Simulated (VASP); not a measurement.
Here is a VASP 6.6.1 calculation.

Contents of POSCAR:

```
MgS
1.0
    4.0176587841      0.0000000000      0.0000000000
   -2.0088293921      3.4793945708      0.0000000000
    0.0000000000      0.0000000000      4.9177171021
Mg S
2 2
Direct
    0.6666666667      0.3333333333      0.4375004821
    0.3333333333      0.6666666667      0.9375004821
    0.3333333333      0.6666666667      0.4374985179
    0.6666666667      0.3333333333      0.9374985179
```

INCAR.step1

```
SYSTEM = MgS
  ALGO = Normal
  EDIFF = 1E-4
  ENCUT = 520
  GGA = PE
  ISMEAR = 1
  LASPH = .True.
  LCHARG = .False.
  LREAL = .False.
  LWAVE = .True.
  NBANDS = 16
  NELM = 100
  PREC = Accurate
  SIGMA = 0.01
```

File INCAR.step2:

```
SYSTEM = MgS
  ALGO = Normal
  EDIFF = 1E-6
  ENCUT = 520
  ISIF = 2
  ISMEAR = 1
  ISTART = 1
  LASPH = .True.
  LCHARG = .False.
  LMIXTAU = .True.
  LREAL = .False.
  LWAVE = .False.
  METAGGA = R2SCAN
  NBANDS = 16
  NELM = 100
  PREC = Accurate
  SIGMA = 0.01
```

File KPOINTS:

```
k-points
0
Gamma
  6 6 4
  0 0 0
```

Potentials or basis: VASP PAW PBE potentials, release 64 (Mg, S).

Launch:

```console
$ cat potpaw_PBE.64/Mg/POTCAR potpaw_PBE.64/S/POTCAR > POTCAR
$ cp INCAR.step1 INCAR
$ mpirun -np 1 vasp_std > vasp.out
$ cp INCAR.step2 INCAR
$ mpirun -np 1 vasp_std > vasp.out
```

Q: Estimate the band gap on the k mesh.

A: 3.68 eV, indirect (least direct gap 4.00 eV).

Q: What does it give for the pressure?

A: 19.7 GPa.

Stress tensor (GPa, compression positive):
```
19.70  0.00  0.00
 0.00 19.70  0.00
 0.00  0.00 19.59
```

Caveat: the PAW data sets were made with another functional, which shifts forces and pressure a little. r2SCAN opens gaps a little over a GGA but as a rule still falls short of measured ones.
